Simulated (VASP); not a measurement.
# HPbNO4 (P1) in VASP: notebook

HPbNO4 is run at these levels: PBE; tasks: single point.

All numbers are computed with VASP 6.6.1; they aren't measurements. Logs are shortened: lines on timing, memory, paths and dates and some standing lists are left out, and cuts for length are marked.

### 1 The cell of the first run

The typed cell holds 7 atoms: a = 3.805 Å, b = 4.279 Å, c = 5.903 Å, α = 81.87°, β = 83.26°, γ = 87.68°.

### 2 Single point, PBE (13.50 Å³/atom)

INCAR

```
PREC = Accurate
ENCUT = 520
EDIFF = 1E-6
ISMEAR = -1
SIGMA = 0.05
LREAL = F
LASPH = T
NELM = 80
ALGO = Normal
ISIF = 2
LWAVE = F
LCHARG = T
GGA = PE
LELF = T
LVHAR = T
NBANDS = 31
```

KPOINTS

```
Automatic mesh
0
Gamma
  5 4 4
```

POSCAR

```
HPbNO4
1.0
    3.8049410422      0.0017559430     -0.0360856151
    0.1711847125      4.2757803866     -0.0162474051
    0.7477850955      0.8273944212      5.7971964801
H Pb N O
1 1 1 4
Direct
    0.6151100000      0.8955900000      0.1984400000
    0.6459700000      0.4465100000      0.9168500000
    0.7147400000      0.2381000000      0.5005800000
    0.1695800000      0.4700700000      0.7776800000
    0.6291900000      0.9704500000      0.4984500000
    0.5642400000      0.9258300000      0.0384900000
    0.7802200000      0.4225000000      0.3195100000
```

Potentials or basis: VASP PAW PBE potentials, release 64 (H, Pb_d, N, O).

On the command line:

```console
> cat potpaw_PBE.64/H/POTCAR potpaw_PBE.64/Pb_d/POTCAR potpaw_PBE.64/N/POTCAR potpaw_PBE.64/O/POTCAR > POTCAR
> mpirun -np 1 vasp_std > vasp.out
```

OUTCAR:

```text
PREC = Accurate
   ENCUT = 520
   EDIFF = 1E-6
   ISMEAR = -1
   LREAL = F
   LASPH = T
   NELM = 80
   ISIF = 2
   GGA = PE

 ion  position               nearest neighbor table
   1  0.615  0.896  0.198-   6 0.98
   2  0.646  0.447  0.917-   4 2.06   4 2.07   6 2.26   6 2.27   7 2.48   3 2.71
   3  0.715  0.238  0.501-   5 1.21   7 1.24   2 2.71
   4  0.170  0.470  0.778-   2 2.06   2 2.07
   5  0.629  0.970  0.498-   3 1.21
   6  0.564  0.926  0.038-   1 0.98   2 2.26   2 2.27
   7  0.780  0.422  0.320-   3 1.24   2 2.48

  LATTYP: Found a triclinic cell.
 ALAT       =     8.8806058750
 B/A-ratio  =     1.1034313029
 C/A-ratio  =     0.8320978899
 COS(alpha) =     0.0134657135
 COS(beta)  =     0.5861289562
 COS(gamma) =     0.8046043717

  Lattice vectors:

 A1 = (  -7.7810667969,  -4.2792922726,   0.0884186353)
 A2 = (  -7.0332817014,  -3.4518978514,   5.8856151154)
 A3 = (  -4.5527261377,  -0.8291503642,  -5.7611108650)

Analysis of symmetry for initial positions (statically):
=====================================================================
 Subroutine PRICEL returns:
 Original cell was already a primitive cell.

 Routine SETGRP: Setting up the symmetry group for a
 triclinic supercell.

 Subroutine GETGRP returns: Found  1 space group operations
 (whereof  1 operations were pure point group operations)
 out of a pool of  2 trial point group operations.

The static configuration has the point symmetry C_1 .

Analysis of symmetry for dynamics (positions and initial velocities):
=====================================================================
 Subroutine PRICEL returns:
 Original cell was already a primitive cell.

 Routine SETGRP: Setting up the symmetry group for a
 triclinic supercell.

 Subroutine GETGRP returns: Found  1 space group operations
 (whereof  1 operations were pure point group operations)
 out of a pool of  2 trial point group operations.

The dynamic configuration has the point symmetry C_1 .

 Subroutine INISYM returns: Found  1 space group operations
 (whereof  1 operations are pure point group operations),
 and found     1 'primitive' translations

----------------------------------------------------------------------------------------

                                     Primitive cell

  volume of cell :      94.4748

  direct lattice vectors                    reciprocal lattice vectors
     3.804941042  0.001755943 -0.036085615     0.262514318 -0.010632901 -0.032344374
     0.171184713  4.275780387 -0.016247405    -0.000423781  0.233765832 -0.033309143
     0.747785096  0.827394421  5.797196480     0.001632876  0.000588973  0.172202486

  length of vectors
     3.805112559  4.279236626  5.903494821     0.264713023  0.236127386  0.172211235

  position of ions in fractional coordinates (direct lattice)
     0.615110000  0.895590000  0.198440000
     0.645970000  0.446510000  0.916850000
     0.714740000  0.238100000  0.500580000
     0.169580000  0.470070000  0.777680000
     0.629190000  0.970450000  0.498450000
     0.564240000  0.925830000  0.038490000
     0.780220000  0.422500000  0.319510000

  ion indices of the primitive-cell ions
   primitive index   ion index
                 1           1
                 2           2
                 3           3
                 4           4
                 5           5
                 6           6
                 7           7

----------------------------------------------------------------------------------------

 KPOINTS: Automatic mesh

Automatic generation of k-mesh.
 Grid dimensions read from file:
 generate k-points for:    5    4    4

 Generating k-lattice:

  Cartesian coordinates                     Fractional coordinates (reciprocal lattice)
     0.052502864 -0.002126580 -0.006468875     0.200000000  0.000000000 -0.000000000
    -0.000105945  0.058441458 -0.008327286    -0.000000000  0.250000000 -0.000000000
     0.000408219  0.000147243  0.043050622     0.000000000 -0.000000000  0.250000000

  Length of vectors
     0.052942605  0.059031847  0.043052809

  Shift w.r.t. Gamma in fractional coordinates (k-lattice)
     0.000000000  0.000000000  0.000000000

 Subroutine IBZKPT returns following result:
 ===========================================

 Found     42 irreducible k-points:

 Following reciprocal coordinates:
            Coordinates               Weight
  0.000000  0.000000  0.000000      1.000000
  0.200000 -0.000000  0.000000      2.000000
  0.400000  0.000000  0.000000      2.000000
  0.000000  0.250000 -0.000000      2.000000
  0.200000  0.250000  0.000000      2.000000
  0.400000  0.250000  0.000000      2.000000
[... 16 lines left out ...]
  0.200000  0.500000  0.250000      2.000000
  0.400000  0.500000  0.250000      2.000000
 [... further k-points ...]
   k-points           NKPTS =     42   k-points in BZ     NKDIM =     42   number of bands    NBANDS=     31
   number of dos      NEDOS =    301   number of ions     NIONS =      7
   total plane-waves  NPLWV =  43008
   dimension x,y,z NGX =    28 NGY =   32 NGZ =   48
   dimension x,y,z NGXF=    56 NGYF=   64 NGZF=   96
   ions per type =               1   1   1   4
   NGX,Y,Z   is equivalent  to a cutoff of  12.23, 12.43, 13.52 a.u.
   NGXF,Y,Z  is equivalent  to a cutoff of  24.47, 24.86, 27.03 a.u.
 SYSTEM =  unknown system
   PREC   = accura    normal or accurate (medium, high low for compatibility)
   ISTART =      0    job   : 0-new  1-cont  2-samecut
   ICHARG =      2    charge: 1-file 2-atom 10-const
   ISPIN  =      1    spin polarized calculation?
   LNONCOLLINEAR =      F non collinear calculations
   LSORBIT =      F    spin-orbit coupling
   LASPH  =      T    aspherical Exc in radial PAW
   ENCUT  =  520.0 eV  38.22 Ry    6.18 a.u.   7.07  7.96 10.98*2*pi/ulx,y,z
   NELM   =     80;   NELMIN=  2; NELMDL= -5     # of ELM steps
   EDIFF  = 0.1E-05   stopping-criterion for ELM
   LREAL  =      F    real-space projection
   EDIFFG = 0.1E-04   stopping-criterion for IOM
   NSW    =      0    number of steps for IOM
   IBRION =     -1    ionic relax: 0-MD 1-quasi-New 2-CG
   NFREE  =      0    steps in history (QN), initial steepest desc. (CG)
   ISIF   =      2    stress and relaxation
   ISYM   =      2    0-nonsym 1-usesym 2-fastsym
   POTIM  = 0.5000    time-step for ionic-motion
   TEBEG  =    0.0;   TEEND  =   0.0 temperature during run
   PSTRESS=    0.0 pullay stress
   NELECT =      44.0000    total number of electrons
   NUPDOWN=      -1.0000    fix difference up-down
   EMIN   =  10.00;   EMAX   =-10.00  energy-range for DOS
   EFERMI =   0.00;   METHOD = LEGACY
   ISMEAR =    -1;   SIGMA  =   0.05  broadening in eV -4-tet -1-fermi 0-gaus
   EFERMI_NEDOS =   21; number of points for ismear=-14 and -15
   IALGO  =     38    algorithm
   IMIX   =      4    mixing-type and parameters
     AMIX     =   0.40;   BMIX     =  1.00
     AMIX_MAG =   1.60;   BMIX_MAG =  1.00
  volume/ion in A,a.u.               =      13.50        91.08
  Fermi-wavevector in a.u.,A,eV,Ry     =   1.268977  2.398019 21.909499  1.610303
  Thomas-Fermi vector in A             =   2.402043
   LORBIT       =      0    0 simple, 1 ext, 2 COOP (PROOUT), +10 PAW based schemes
   GGA     = PE    functional components
   LHFCALC =     F    Hartree Fock is set to
   AEXX    =    0.0000 exact exchange contribution
   IVDW    =     0    specifies the selected vdW correction
   LEPSILON=     F    determine dielectric tensor
   LRPA    =     F    only Hartree local field effects (RPA)
 non-spin polarized calculation
  energy-cutoff  :      520.00
  volume of cell :       94.47
 maximum number of plane-waves:      2566
   NGX = 15   NGY = 15   NGZ = 21

 number of electron      44.0000002 magnetization

 Free energy of the ion-electron system (eV)
  ---------------------------------------------------
  ext. energy  EPLUGINS =         0.00000000
  ---------------------------------------------------
  free energy    TOTEN  =       -38.57720806 eV

  energy without entropy =      -38.57568569  energy(sigma->0) =      -38.57644688

 E-fermi :   1.3825     XC(G=0):  -8.9679

 val. band max:        1.1677293824   @ k =   0.4000   0.2500   0.0000
 cond. band min:       1.4746700060   @ k =   0.0000   0.0000   0.5000
 fundamental gap:      0.3069406236
 Fermi energy:         1.3824846466

 k-point     1 :       0.0000    0.0000    0.0000
  band No.  band energies     occupation
      1     -24.1386      2.00000
      2     -19.6358      2.00000
      3     -17.6146      2.00000
      4     -17.0988      2.00000
      5     -14.7486      2.00000
      6     -14.6285      2.00000
[... 23 lines left out ...]
     30      12.6940      0.00000
     31      13.1137      0.00000

 k-point     2 :       0.2000   -0.0000    0.0000
  band No.  band energies     occupation
      1     -24.1318      2.00000
      2     -19.6335      2.00000
      3     -17.6046      2.00000
      4     -16.9099      2.00000
      5     -14.7495      2.00000
      6     -14.6261      2.00000
[... 23 lines left out ...]
     30      12.3039      0.00000
     31      13.2051      0.00000

 k-point     3 :       0.4000    0.0000    0.0000
  band No.  band energies     occupation
      1     -24.1209      2.00000
      2     -19.6297      2.00000
      3     -17.5887      2.00000
      4     -16.5930      2.00000
      5     -14.6516      2.00000
      6     -14.6218      2.00000
[... 23 lines left out ...]
     30      12.2008      0.00000
     31      13.0286      0.00000

 k-point     4 :       0.0000    0.2500   -0.0000
  band No.  band energies     occupation
      1     -24.1161      2.00000
      2     -19.6956      2.00000
      3     -17.5087      2.00000
      4     -17.1003      2.00000
      5     -14.7478      2.00000
      6     -14.6382      2.00000
[... 635 lines left out ...]
     30      12.1550      0.00000
     31      13.1155      0.00000

 k-point    23 :       0.2000    0.5000    0.2500
  band No.  band energies     occupation
      1     -24.0859      2.00000
      2     -19.7472      2.00000
      3     -17.3900      2.00000
      4     -16.9180      2.00000
      5     -14.7698      2.00000
      6     -14.6265      2.00000
[... 23 lines left out ...]
     30      12.3105      0.00000
     31      12.8550      0.00000

 k-point    24 :       0.4000    0.5000    0.2500
  band No.  band energies     occupation
      1     -24.0757      2.00000
      2     -19.7416      2.00000
      3     -17.3746      2.00000
      4     -16.5897      2.00000
      5     -14.7199      2.00000
      6     -14.6181      2.00000
[... 23 lines left out ...]
     30      12.4008      0.00000
     31      12.6509      0.00000

 [... further k-points ...]

------------------------ aborting loop because EDIFF is reached ----------------------------------------

  FORCE on cell =-STRESS in cart. coord.  units (eV):
  Direction    XX          YY          ZZ          XY          YZ          ZX
  --------------------------------------------------------------------------------------
  -------------------------------------------------------------------------------------
  Total        1.8910389      3.9736478      2.8576868      0.9113369     -0.8341393      0.0473858
  in kB       32.0697192     67.3882331     48.4628926     15.4551656    -14.1459888      0.8036057
  external PRESSURE =      49.3069483 kB  Pullay stress =       0.0000000 kB

 VOLUME and BASIS-vectors are now :
 -----------------------------------------------------------------------------
  energy-cutoff  :      520.00
  volume of cell :       94.47
      direct lattice vectors                 reciprocal lattice vectors
     3.804941042  0.001755943 -0.036085615     0.262514318 -0.010632901 -0.032344374
     0.171184713  4.275780387 -0.016247405    -0.000423781  0.233765832 -0.033309143
     0.747785096  0.827394421  5.797196480     0.001632876  0.000588973  0.172202486

 POSITION                                       TOTAL-FORCE (eV/Angst)
 -----------------------------------------------------------------------------------
      2.64216      3.99461      1.11365         0.199058     -0.013081      0.668453
      3.21992      2.66891      5.28459         0.001510      0.014503      0.006569
      3.13463      1.43350      2.87230         0.420998      1.011420      1.225263
      1.30725      2.65366      4.49461        -0.012960      0.022194     -0.226129
      2.93289      4.56295      2.85114        -0.624046     -1.911951      0.106846
      2.33417      3.99148      0.18773        -0.241733      0.000430     -0.533070
      3.27994      2.07225      1.81724         0.257172      0.876486     -1.247931
 -----------------------------------------------------------------------------------
    total drift:                               -0.000538      0.001958     -0.000979

  FREE ENERGIE OF THE ION-ELECTRON SYSTEM (eV)
  ---------------------------------------------------
  free  energy   TOTEN  =       -38.5772080633 eV

  energy  without entropy=      -38.5756856893  energy(sigma->0) =      -38.57644688
```

Run time: 58 s. Hardware: 1 thread of Intel Xeon 6975P-C (Granite Rapids), shared host; peak memory 0.26 GiB.

What came out:

| Quantity | Value |
| --- | --- |
| Free energy | -38.5772 eV |
| Pressure | 4.9 GPa |
| Largest force | 2.014 eV/Å |
| Band gap on the k mesh | 0.31 eV (least direct gap 0.50 eV) |

Forces on the atoms (eV/Å):
```
H    0.199 -0.013  0.668
Pb   0.002  0.015  0.007
N    0.421  1.011  1.225
O   -0.013  0.022 -0.226
O   -0.624 -1.912  0.107
O   -0.242  0.000 -0.533
O    0.257  0.876 -1.248
```

Caveat: the standard files for N, O and F lose accuracy on very short bonds; the cell stands under pressure; spin-orbit coupling is left out, which moves the levels of the heavy elements; an odd mesh through Γ misses points on the zone boundary, where band edges can lie; forces of over 1 eV/Å act on the atoms, so gaps and moduli don't describe the material at rest.

### 3 Single point, PBE (13.78 Å³/atom)

This run uses another cell than the first one, of 13.78 Å³/atom.

INCAR

```
  ALGO = Normal
  EDIFF = 1E-6
  ENCUT = 520
  GGA = PE
  ISIF = 2
  ISMEAR = -1
  LASPH = T
  LCHARG = F
  LREAL = F
  LWAVE = F
  NBANDS = 31
  NELM = 100
  PREC = Accurate
  SIGMA = 0.05
```

KPOINTS

```
k-points
0
Gamma
  5 4 4
```

POSCAR: that of step 2 with these lines changed.

```diff
@@ -2,5 +2,5 @@
 1.0
-    3.8049410422      0.0017559430     -0.0360856151
-    0.1711847125      4.2757803866     -0.0162474051
-    0.7477850955      0.8273944212      5.7971964801
+    3.8311828442      0.0017680533     -0.0363344892
+    0.1723653340      4.3052694591     -0.0163594598
+    0.7529423970      0.8331007700      5.8371784089
 H Pb N O
```

Potentials or basis: VASP PAW PBE potentials, release 64 (H, Pb_d, N, O).

On the command line:

```console
> cat potpaw_PBE.64/H/POTCAR potpaw_PBE.64/Pb_d/POTCAR potpaw_PBE.64/N/POTCAR potpaw_PBE.64/O/POTCAR > POTCAR
> mpirun -np 1 vasp_std > vasp.out
```

OUTCAR:

```text
EDIFF = 1E-6
   ENCUT = 520
   GGA = PE
   ISIF = 2
   ISMEAR = -1
   LASPH = T
   LREAL = F
   NELM = 100
   PREC = Accurate

 ion  position               nearest neighbor table
   1  0.615  0.896  0.198-   6 0.98
   2  0.646  0.447  0.917-   4 2.08   4 2.08   6 2.28   6 2.28   7 2.49   3 2.73
   3  0.715  0.238  0.501-   5 1.21   7 1.25   2 2.73
   4  0.170  0.470  0.778-   2 2.08   2 2.08
   5  0.629  0.970  0.498-   3 1.21
   6  0.564  0.926  0.038-   1 0.98   2 2.28   2 2.28
   7  0.780  0.422  0.320-   3 1.25   2 2.49

  LATTYP: Found a triclinic cell.
 ALAT       =     8.9418533682
 B/A-ratio  =     1.1034313029
 C/A-ratio  =     0.8320978899
 COS(alpha) =     0.0134657135
 COS(beta)  =     0.5861289562
 COS(gamma) =     0.8046043717

  Lattice vectors:

 A1 = (  -7.8347310224,  -4.3088055657,   0.0890284382)
 A2 = (  -7.0817886254,  -3.4757047957,   5.9262068471)
 A3 = (  -4.5841252412,  -0.8348688233,  -5.8008439197)

[... 184 lines left out ...]

 val. band max:        0.9616599665   @ k =   0.4000   0.2500  -0.0000
 cond. band min:       1.2474475174   @ k =   0.0000   0.0000   0.5000
 fundamental gap:      0.2857875509
 Fermi energy:         1.1671493240

 k-point     1 :       0.0000    0.0000    0.0000
  band No.  band energies     occupation
      1     -24.1016      2.00000
      2     -19.6712      2.00000
      3     -17.6644      2.00000
      4     -17.1615      2.00000
      5     -14.9104      2.00000
      6     -14.8005      2.00000
[... 805 lines left out ...]
     30      12.1322      0.00000
     31      12.3665      0.00000

 [... further k-points ...]

------------------------ aborting loop because EDIFF is reached ----------------------------------------

  FORCE on cell =-STRESS in cart. coord.  units (eV):
  Direction    XX          YY          ZZ          XY          YZ          ZX
  --------------------------------------------------------------------------------------
  -------------------------------------------------------------------------------------
  Total        0.9374428      2.3060479      1.5533125      0.5727878     -0.5368658     -0.0051633
  in kB       15.5734430     38.3096498     25.8046936      9.5155442     -8.9187834     -0.0857771
  external PRESSURE =      26.5625955 kB  Pullay stress =       0.0000000 kB

 VOLUME and BASIS-vectors are now :
 -----------------------------------------------------------------------------
  energy-cutoff  :      520.00
  volume of cell :       96.44
      direct lattice vectors                 reciprocal lattice vectors
     3.831182844  0.001768053 -0.036334489     0.260716219 -0.010560071 -0.032122830
     0.172365334  4.305269459 -0.016359460    -0.000420878  0.232164645 -0.033080991
     0.752942397  0.833100770  5.837178409     0.001621692  0.000584939  0.171022980

 POSITION                                       TOTAL-FORCE (eV/Angst)
 -----------------------------------------------------------------------------------
      2.66038      4.02216      1.12133         0.110132     -0.010515      0.373864
      3.24213      2.68732      5.32104         0.000496      0.009068     -0.000377
      3.15625      1.44338      2.89211         0.271638      0.665163      0.745404
      1.31626      2.67196      4.52561        -0.006618      0.012912     -0.115059
      2.95312      4.59442      2.87080        -0.399184     -1.225377      0.069121
      2.35027      4.01901      0.18903        -0.127642      0.001979     -0.295764
      3.30256      2.08654      1.82978         0.151178      0.546769     -0.777189
 -----------------------------------------------------------------------------------
    total drift:                               -0.000076      0.001772     -0.001300

  FREE ENERGIE OF THE ION-ELECTRON SYSTEM (eV)
  ---------------------------------------------------
  free  energy   TOTEN  =       -38.6268397943 eV

  energy  without entropy=      -38.6250526404  energy(sigma->0) =      -38.62594622
```

Wall time 58 s (1 thread of Intel Xeon 6975P-C (Granite Rapids), shared host); peak memory 0.26 GiB.

What came out:

- Free energy: -38.6268 eV
- Pressure: 2.7 GPa
- Largest force: 1.291 eV/Å
- Band gap on the k mesh: 0.29 eV (least direct gap 0.48 eV)

Forces on the atoms (eV/Å):
```
H    0.110 -0.011  0.374
Pb   0.000  0.009  0.000
N    0.272  0.665  0.745
O   -0.007  0.013 -0.115
O   -0.399 -1.225  0.069
O   -0.128  0.002 -0.296
O    0.151  0.547 -0.777
```

Stress tensor (GPa, compression positive):
```
 1.56  0.95 -0.01
 0.95  3.83 -0.89
-0.01 -0.89  2.58
```

Caveat: the standard files for N, O and F lose accuracy on very short bonds; spin-orbit coupling is left out, which moves the levels of the heavy elements; an odd mesh through Γ misses points on the zone boundary, where band edges can lie; forces of over 1 eV/Å act on the atoms, so gaps and moduli don't describe the material at rest.

(Continued in part 2 of 2.)
